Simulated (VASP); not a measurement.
# V (Im-3m) in VASP: notebook

The runs below take V through single point, with r2SCAN.

All numbers are computed with VASP 6.6.1; they aren't measurements. Logs are shortened: lines on timing, memory, paths and dates and some standing lists are left out, and cuts for length are marked.

## (1) The cell of the first run

Symmetry: Im-3m, No. 229, cubic system. The conventional cell has a = 2.984 Å, b = 2.984 Å, c = 2.984 Å, α = 90.00°, β = 90.00°, γ = 90.00°. V (site symmetry m-3m) has 14 V at 2.58 to 2.98 Å within 3.4 Å.

## (2) Single point, r2SCAN

POSCAR

```
V
1.0
   -1.4917693513      1.4917693513      1.4917693513
    1.4917693513     -1.4917693513      1.4917693513
    1.4917693513      1.4917693513     -1.4917693513
V
1
Direct
    0.0000000000      0.0000000000      0.0000000000
```

INCAR.step1

```
  PREC = Accurate
  ENCUT = 520
  ISMEAR = -1
  SIGMA = 0.3
  LREAL = False
  LASPH = True
  NELM = 100
  NBANDS = 12
  GGA = PE
  ALGO = Normal
  EDIFF = 1E-4
  LWAVE = True
  LCHARG = False
```

INCAR.step2

```
  PREC = Accurate
  ENCUT = 520
  EDIFF = 1E-7
  ISMEAR = -1
  SIGMA = 0.3
  LREAL = False
  LASPH = True
  NELM = 100
  ALGO = Normal
  ISIF = 2
  LWAVE = False
  LCHARG = True
  METAGGA = R2SCAN
  LMIXTAU = True
  LELF = True
  LVHAR = True
  NBANDS = 12
  ISTART = 1
```

KPOINTS

```
regular mesh
0
Gamma
  15 15 15
```

Potentials or basis: VASP PAW PBE potentials, release 64 (V_sv).

Run with:

```
cat potpaw_PBE.64/V_sv/POTCAR > POTCAR
cp INCAR.step1 INCAR
mpirun -np 1 vasp_std > vasp.out
cp INCAR.step2 INCAR
mpirun -np 1 vasp_std > vasp.out
```

OUTCAR:

```text
PREC = Accurate
   ENCUT = 520
   EDIFF = 1E-7
   ISMEAR = -1
   LREAL = False
   LASPH = True
   NELM = 100
   ISIF = 2
   METAGGA = R2SCAN
   ISTART = 1

 ion  position               nearest neighbor table
   1  0.000  0.000  0.000-

  LATTYP: Found a body centered cubic cell.
 ALAT       =     2.9835387026

  Lattice vectors:

 A1 = (  -1.4917693513,   1.4917693513,   1.4917693513)
 A2 = (   1.4917693513,  -1.4917693513,   1.4917693513)
 A3 = (   1.4917693513,   1.4917693513,  -1.4917693513)

Analysis of symmetry for initial positions (statically):
=====================================================================
 Subroutine PRICEL returns:
 Original cell was already a primitive cell.

 Routine SETGRP: Setting up the symmetry group for a
 body centered cubic supercell.

 Subroutine GETGRP returns: Found 48 space group operations
 (whereof 48 operations were pure point group operations)
 out of a pool of 48 trial point group operations.

The static configuration has the point symmetry O_h .

Analysis of symmetry for dynamics (positions and initial velocities):
=====================================================================
 Subroutine PRICEL returns:
 Original cell was already a primitive cell.

 Routine SETGRP: Setting up the symmetry group for a
 body centered cubic supercell.

 Subroutine GETGRP returns: Found 48 space group operations
 (whereof 48 operations were pure point group operations)
 out of a pool of 48 trial point group operations.

The dynamic configuration has the point symmetry O_h .

 Subroutine INISYM returns: Found 48 space group operations
 (whereof 48 operations are pure point group operations),
 and found     1 'primitive' translations

----------------------------------------------------------------------------------------

                                     Primitive cell

  volume of cell :      13.2790

  direct lattice vectors                    reciprocal lattice vectors
    -1.491769351  1.491769351  1.491769351     0.000000000  0.335172458  0.335172458
     1.491769351 -1.491769351  1.491769351     0.335172458  0.000000000  0.335172458
     1.491769351  1.491769351 -1.491769351     0.335172458  0.335172458  0.000000000

  length of vectors
     2.583820310  2.583820310  2.583820310     0.474005436  0.474005436  0.474005436

  position of ions in fractional coordinates (direct lattice)
     0.000000000  0.000000000  0.000000000

  ion indices of the primitive-cell ions
   primitive index   ion index
                 1           1

----------------------------------------------------------------------------------------

 KPOINTS: regular mesh

Automatic generation of k-mesh.
 Grid dimensions read from file:
 generate k-points for:   15   15   15

 Generating k-lattice:

  Cartesian coordinates                     Fractional coordinates (reciprocal lattice)
     0.000000000  0.022344831  0.022344831     0.066666667  0.000000000  0.000000000
     0.022344831  0.000000000  0.022344831     0.000000000  0.066666667  0.000000000
     0.022344831  0.022344831  0.000000000     0.000000000  0.000000000  0.066666667

  Length of vectors
     0.031600362  0.031600362  0.031600362

  Shift w.r.t. Gamma in fractional coordinates (k-lattice)
     0.000000000  0.000000000  0.000000000

 Subroutine IBZKPT returns following result:
 ===========================================

 Found    120 irreducible k-points:

 Following reciprocal coordinates:
            Coordinates               Weight
  0.000000  0.000000  0.000000      1.000000
  0.066667  0.000000  0.000000     12.000000
  0.133333  0.000000  0.000000     12.000000
  0.200000  0.000000  0.000000     12.000000
  0.266667  0.000000  0.000000     12.000000
  0.333333  0.000000  0.000000     12.000000
[... 16 lines left out ...]
  0.333333  0.200000  0.000000     48.000000
  0.400000  0.200000  0.000000     24.000000
 [... further k-points ...]
   k-points           NKPTS =    120   k-points in BZ     NKDIM =    120   number of bands    NBANDS=     12
   number of dos      NEDOS =    301   number of ions     NIONS =      1
   total plane-waves  NPLWV =   8000
   dimension x,y,z NGX =    20 NGY =   20 NGZ =   20
   dimension x,y,z NGXF=    40 NGYF=   40 NGZF=   40
   ions per type =               1
   NGX,Y,Z   is equivalent  to a cutoff of  12.87, 12.87, 12.87 a.u.
   NGXF,Y,Z  is equivalent  to a cutoff of  25.74, 25.74, 25.74 a.u.
 SYSTEM =  unknown system
   PREC   = accura    normal or accurate (medium, high low for compatibility)
   ISTART =      1    job   : 0-new  1-cont  2-samecut
   ICHARG =      0    charge: 1-file 2-atom 10-const
   ISPIN  =      1    spin polarized calculation?
   LNONCOLLINEAR =      F non collinear calculations
   LSORBIT =      F    spin-orbit coupling
   LASPH  =      T    aspherical Exc in radial PAW
   ENCUT  =  520.0 eV  38.22 Ry    6.18 a.u.   4.80  4.80  4.80*2*pi/ulx,y,z
   NELM   =    100;   NELMIN=  2; NELMDL=  0     # of ELM steps
   EDIFF  = 0.1E-06   stopping-criterion for ELM
   LREAL  =      F    real-space projection
   EDIFFG = 0.1E-05   stopping-criterion for IOM
   NSW    =      0    number of steps for IOM
   IBRION =     -1    ionic relax: 0-MD 1-quasi-New 2-CG
   NFREE  =      0    steps in history (QN), initial steepest desc. (CG)
   ISIF   =      2    stress and relaxation
   ISYM   =      2    0-nonsym 1-usesym 2-fastsym
   POTIM  = 0.5000    time-step for ionic-motion
   TEBEG  =    0.0;   TEEND  =   0.0 temperature during run
   PSTRESS=    0.0 pullay stress
   NELECT =      13.0000    total number of electrons
   NUPDOWN=      -1.0000    fix difference up-down
   EMIN   =  10.00;   EMAX   =-10.00  energy-range for DOS
   EFERMI =   0.00;   METHOD = LEGACY
   ISMEAR =    -1;   SIGMA  =   0.30  broadening in eV -4-tet -1-fermi 0-gaus
   EFERMI_NEDOS =   21; number of points for ismear=-14 and -15
   IALGO  =     38    algorithm
   IMIX   =      4    mixing-type and parameters
     AMIX     =   0.40;   BMIX     =  1.00
     AMIX_MAG =   1.60;   BMIX_MAG =  1.00
  volume/ion in A,a.u.               =      13.28        89.61
  Fermi-wavevector in a.u.,A,eV,Ry     =   1.625552  3.071848 35.952309  2.642420
  Thomas-Fermi vector in A             =   2.718657
   LORBIT       =      0    0 simple, 1 ext, 2 COOP (PROOUT), +10 PAW based schemes
   METAGGA = R2SCAN    functional components
   LHFCALC =     F    Hartree Fock is set to
   AEXX    =    0.0000 exact exchange contribution
   IVDW    =     0    specifies the selected vdW correction
   LEPSILON=     F    determine dielectric tensor
   LRPA    =     F    only Hartree local field effects (RPA)
 non-spin polarized calculation
  energy-cutoff  :      520.00
  volume of cell :       13.28
 maximum number of plane-waves:       370
   NGX =  9   NGY =  9   NGZ =  9

 number of electron      12.9999992 magnetization

 Free energy of the ion-electron system (eV)
  ---------------------------------------------------
  ext. energy  EPLUGINS =         0.00000000
  ---------------------------------------------------
  free energy    TOTEN  =       -14.34466131 eV

  energy without entropy =      -13.95120638  energy(sigma->0) =      -14.14793384

 E-fermi :   9.9729     XC(G=0): -14.1490

 val. band max:        9.9625819108   @ k =  -0.4000  -0.4000   0.2000
 cond. band min:       9.9774886130   @ k =  -0.4000   0.4667   0.0667
 fundamental gap:      0.0149067022
 Fermi energy:         9.9728686595

 k-point     1 :       0.0000    0.0000    0.0000
  band No.  band energies     occupation
      1     -56.4203      2.00000
      2     -28.5485      2.00000
      3     -28.5485      2.00000
      4     -28.5485      2.00000
      5       2.7524      2.00000
      6      10.3496      0.44339
      7      10.3497      0.44334
      8      10.3497      0.44334
      9      12.5827      0.00033
     10      12.5827      0.00033
     11      31.1954      0.00000
     12      31.1954      0.00000

 k-point     2 :       0.0667    0.0000    0.0000
  band No.  band energies     occupation
      1     -56.4109      2.00000
      2     -28.5930      2.00000
      3     -28.5618      2.00000
      4     -28.5488      2.00000
      5       2.9431      2.00000
      6      10.2667      0.54607
      7      10.3295      0.46692
      8      10.4842      0.30774
      9      12.4867      0.00046
     10      12.5874      0.00033
     11      30.8653      0.00000
     12      31.1673      0.00000

 k-point     3 :       0.1333    0.0000    0.0000
  band No.  band energies     occupation
      1     -56.3844      2.00000
      2     -28.7177      2.00000
      3     -28.5994      2.00000
      4     -28.5498      2.00000
      5       3.4922      2.00000
      6      10.0386      0.89089
      7      10.2341      0.59025
      8      10.8760      0.09391
      9      12.2901      0.00088
     10      12.6063      0.00031
     11      29.8777      0.00000
     12      30.8966      0.00000

 k-point     4 :       0.2000    0.0000    0.0000
  band No.  band energies     occupation
      1     -56.3452      2.00000
      2     -28.8987      2.00000
      3     -28.6545      2.00000
      4     -28.5513      2.00000
      5       4.3232      2.00000
      6       9.7186      1.40011
      7      10.0203      0.92113
      8      11.4872      0.01276
      9      12.1804      0.00127
     10      12.6489      0.00027
     11      28.2642      0.00000
     12      30.1069      0.00000

 k-point     5 :       0.2667    0.0000    0.0000
  band No.  band energies     occupation
      1     -56.2999      2.00000
      2     -29.1027      2.00000
      3     -28.7172      2.00000
      4     -28.5530      2.00000
      5       5.2730      2.00000
      6       9.3719      1.76228
      7       9.8156      1.25632
      8      12.2339      0.00107
      9      12.2500      0.00101
     10      12.7207      0.00021
     11      26.2060      0.00000
     12      28.9644      0.00000
[... 228 lines left out ...]
      1     -56.2459      2.00000
      2     -29.2575      2.00000
      3     -28.8086      2.00000
      4     -28.6247      2.00000
      5       6.5760      1.99998
      6       8.9695      1.93185
      7       9.3431      1.78167
      8      12.0782      0.00179
      9      12.9843      0.00009
     10      13.8051      0.00001
     11      25.1962      0.00000
     12      25.8084      0.00000

 k-point    22 :       0.2667    0.2000    0.0000
  band No.  band energies     occupation
      1     -56.2136      2.00000
      2     -29.3426      2.00000
      3     -28.8970      2.00000
      4     -28.6377      2.00000
      5       7.1925      1.99981
      6       8.7563      1.96593
      7       9.3696      1.76385
      8      12.2420      0.00104
      9      13.0549      0.00007
     10      14.8965      0.00000
     11      23.2643      0.00000
     12      24.7516      0.00000

 k-point    23 :       0.3333    0.2000    0.0000
  band No.  band energies     occupation
      1     -56.1916      2.00000
      2     -29.3925      2.00000
      3     -28.9666      2.00000
      4     -28.6441      2.00000
      5       7.3784      1.99965
      6       8.7258      1.96918
      7       9.5735      1.58213
      8      12.4192      0.00057
      9      13.1109      0.00006
     10      15.9859      0.00000
     11      21.3834      0.00000
     12      24.1659      0.00000

 k-point    24 :       0.4000    0.2000    0.0000
  band No.  band energies     occupation
      1     -56.1838      2.00000
      2     -29.4084      2.00000
      3     -28.9932      2.00000
      4     -28.6460      2.00000
      5       7.3857      1.99964
      6       8.7277      1.96898
      7       9.7040      1.42030
      8      12.4871      0.00046
      9      13.1497      0.00005
     10      16.5773      0.00000
     11      20.4902      0.00000
     12      23.9549      0.00000

 [... further k-points ...]
[... 5 lines left out ...]
  --------------------------------------------------------------------------------------
  -------------------------------------------------------------------------------------
  Total        0.2608501      0.2608501      0.2608501      0.0000000      0.0000000     -0.0000000
  in kB       31.4728873     31.4728873     31.4728873      0.0000000      0.0000000     -0.0000000
  external PRESSURE =      31.4728873 kB  Pullay stress =       0.0000000 kB

 VOLUME and BASIS-vectors are now :
 -----------------------------------------------------------------------------
  energy-cutoff  :      520.00
  volume of cell :       13.28
      direct lattice vectors                 reciprocal lattice vectors
    -1.491769351  1.491769351  1.491769351     0.000000000  0.335172458  0.335172458
     1.491769351 -1.491769351  1.491769351     0.335172458  0.000000000  0.335172458
     1.491769351  1.491769351 -1.491769351     0.335172458  0.335172458  0.000000000

 POSITION                                       TOTAL-FORCE (eV/Angst)
 -----------------------------------------------------------------------------------
      0.00000      0.00000      0.00000        -0.000000     -0.000000     -0.000000
 -----------------------------------------------------------------------------------
    total drift:                                0.000000      0.000000      0.000000

  FREE ENERGIE OF THE ION-ELECTRON SYSTEM (eV)
  ---------------------------------------------------
  free  energy   TOTEN  =       -14.3446613055 eV

  energy  without entropy=      -13.9512063799  energy(sigma->0) =      -14.14793384
```

Run time: 48 s. Hardware: 1 thread of Intel Xeon Platinum 8375C at 2.90GHz (Ice Lake), shared host; peak memory 0.14 GiB.

Results:

```
Free energy : -14.3447 eV
Pressure    : 3.1 GPa
```

Caveat: the PAW data sets were made with another functional, which shifts forces and pressure a little.

## (3) Single point, r2SCAN

POSCAR is that of step 2.

Changes to INCAR.step1 since step 2:

```diff
@@ -2,4 +2,4 @@
   ENCUT = 520
-  ISMEAR = -1
-  SIGMA = 0.3
+  ISMEAR = 1
+  SIGMA = 0.2
   LREAL = False
```

Changes to INCAR.step2 since step 2:

```diff
@@ -3,4 +3,4 @@
   EDIFF = 1E-7
-  ISMEAR = -1
-  SIGMA = 0.3
+  ISMEAR = 1
+  SIGMA = 0.2
   LREAL = False
```

KPOINTS is that of step 2.

Potentials or basis: VASP PAW PBE potentials, release 64 (V_sv).

Run with:

```
cat potpaw_PBE.64/V_sv/POTCAR > POTCAR
cp INCAR.step1 INCAR
mpirun -np 1 vasp_std > vasp.out
cp INCAR.step2 INCAR
mpirun -np 1 vasp_std > vasp.out
```

Wall time 38 s (1 thread of Intel Xeon Platinum 8559C (Emerald Rapids), shared host); peak memory 0.14 GiB.

The run converged. Its results:

| Item | Value |
| --- | --- |
| Free energy | -14.1299 eV |
| Pressure | 0.2 GPa |

Levels at points of the mesh, in eV from the Fermi level:
| k point | band 2 | band 3 | band 4 | band 5 | band 6 | band 7 | band 8 | band 9 | band 10 | band 11 |
| --- | --- | --- | --- | --- | --- | --- | --- | --- | --- | --- |
| (0.00, 0.00, 0.00) | -38.43 | -38.43 | -38.43 | -7.10 | 0.48 | 0.48 | 0.48 | 2.70 | 2.70 | 21.35 |

Caveat: the PAW data sets were made with another functional, which shifts forces and pressure a little.

(Continued in part 2 of 2.)
